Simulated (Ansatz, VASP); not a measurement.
## Si7B in VASP and in Ansatz

```
CELL_PARAMETERS angstrom
5.26402 0.00000 0.00000
0.00000 5.26402 0.00000
0.00000 0.00000 5.26402
ATOMIC_POSITIONS crystal
Si 0.22687 0.22687 0.22687
Si 0.00000 0.50000 0.50000
Si 0.50000 0.50000 0.00000
Si 0.50000 0.00000 0.50000
Si 0.77313 0.22687 0.77313
Si 0.77313 0.77313 0.22687
Si 0.22687 0.77313 0.77313
B 0.00000 0.00000 0.00000
```

Alike in both runs: functional PBE; k mesh 6 × 6 × 6; occupations gaussian, width 0.1 eV; no spin polarisation.

Ansatz relaxed the structure, and its values are those at the end. VASP's run is a single point on that final structure, the one shown.

```csv
,VASP,Ansatz
version,VASP 6.6.1,Ansatz 0.2.0
potentials or method,"VASP PAW PBE potentials, release 64 (Si, B), cutoff 520 eV","scalar-relativistic, plane waves, PAW"
valence electrons in the cell,31,31
```

Ansatz gave:

| Property | Result |
| --- | --- |
| gap on the k mesh at the Fermi level (eV) | none |
| pressure (GPa) | 0.0 |
| rms of the force components (eV/Å) | 0.000 |

**Question.** Which values does VASP return?

**Answer.** gap on the k mesh at the Fermi level (eV): none; pressure (GPa): -0.1; rms of the force components (eV/Å): 0.004.

A gap of «none» marks a metal or a gap that the smearing closes. With one functional, cell and mesh, what is left measures potentials, basis and numerics.
